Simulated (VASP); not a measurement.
Input of a VASP 6.6.1 run:

The input INCAR:

```
SYSTEM = Te
  PREC = Accurate
  ENCUT = 520
  EDIFF = 1E-6
  ISMEAR = -1
  SIGMA = 0.05
  LREAL = .False.
  LASPH = .True.
  NELM = 100
  ALGO = Normal
  ISIF = 2
  LWAVE = .False.
  LCHARG = .False.
  GGA = PS
  NBANDS = 16
```

Contents of KPOINTS:

```
regular mesh
0
Gamma
  7 7 5
  0 0 0
```

File POSCAR:

```
Te
1.0
    4.4834975484      0.0000000000      0.0000000000
   -2.2417487742      3.8828227747      0.0000000000
    0.0000000000      0.0000000000      5.9632329314
Te
3
Direct
    0.7310000000      0.7310000000      0.0000000000
    0.0000000000      0.2690000000      0.6666666667
    0.2690000000      0.0000000000      0.3333333333
```

Potentials or basis: VASP PAW PBE potentials, release 64 (Te).

Launch:

```bash
$ cat potpaw_PBE.64/Te/POTCAR > POTCAR
$ mpirun -np 1 vasp_std > vasp.out
```

Task: Estimate the band gap on the k mesh.

Result: 0.59 eV, indirect (least direct gap 0.75 eV).

Task: Predict the pressure.

Result: -1.8 GPa.

Forces in eV/Å, atoms in the order of the input:
```
Te  -0.011 -0.020  0.000
Te  -0.011  0.020  0.000
Te   0.023  0.000  0.000
```

Caveat: the PAW data sets were made with another functional, which shifts forces and pressure a little; spin-orbit coupling is left out, which moves the levels of the heavy elements. A k mesh can miss the band edges.
